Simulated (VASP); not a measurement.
Here is a VASP 6.6.1 calculation.

The input INCAR:

```
PREC = Accurate
ENCUT = 600
EDIFF = 1E-7
ISMEAR = 0
SIGMA = 0.1
LREAL = F
LASPH = T
NELM = 60
ALGO = Normal
ISIF = 3
LWAVE = F
LCHARG = F
GGA = PE
IBRION = 2
NSW = 100
EDIFFG = -0.01
```

KPOINTS

```
regular mesh
0
Gamma
  12 12 8
```

POSCAR

```
Al3B2P
1.0
    5.4590804347      0.0000000000      0.0000000000
   -2.7295402173      4.7277023377      0.0000000000
    0.0000000000      0.0000000000      5.0474830095
Al B P
3 2 1
Direct
    0.5000000000      0.0000000000      0.0000000000
    0.0000000000      0.5000000000      0.0000000000
    0.5000000000      0.5000000000      0.0000000000
    0.0000000000      0.0000000000      0.3470393442
    0.0000000000      0.0000000000      0.6529606558
    0.0000000000      0.0000000000      0.0000000000
```

Potentials or basis: VASP PAW PBE potentials, release 64 (Al, B, P).

Command:

```bash
$ cat potpaw_PBE.64/Al/POTCAR potpaw_PBE.64/B/POTCAR potpaw_PBE.64/P/POTCAR > POTCAR
$ mpirun -np 1 vasp_std > vasp.out
```

What does it give for the relaxed volume?

21.31 Å³/atom.

Predict the relaxed cell.

a = 5.401 Å, b = 5.401 Å, c = 5.060 Å, α = 90.00°, β = 90.00°, γ = 120.00°.

Estimate the band gap on the k mesh.

zero (bands 10 and 11 overlap by 2.17 eV).

What does it give for the space group after relaxing (to 0.1 Å)?

P6/mmm (No. 191).

Final structure:
```yaml
crystal:
  lattice:
    - [5.40130, 0.00000, 0.00000]
    - [-2.70065, 4.67767, 0.00000]
    - [0.00000, 0.00000, 5.05994]
  atoms:
    - { symbol: Al, position: [0.50000, 0.00000, 0.00000] }
    - { symbol: Al, position: [0.00000, 0.50000, 0.00000] }
    - { symbol: Al, position: [0.50000, 0.50000, 0.00000] }
    - { symbol: B, position: [0.00000, 0.00000, 0.34799] }
    - { symbol: B, position: [0.00000, 0.00000, 0.65201] }
    - { symbol: P, position: [0.00000, 0.00000, 0.00000] }
```
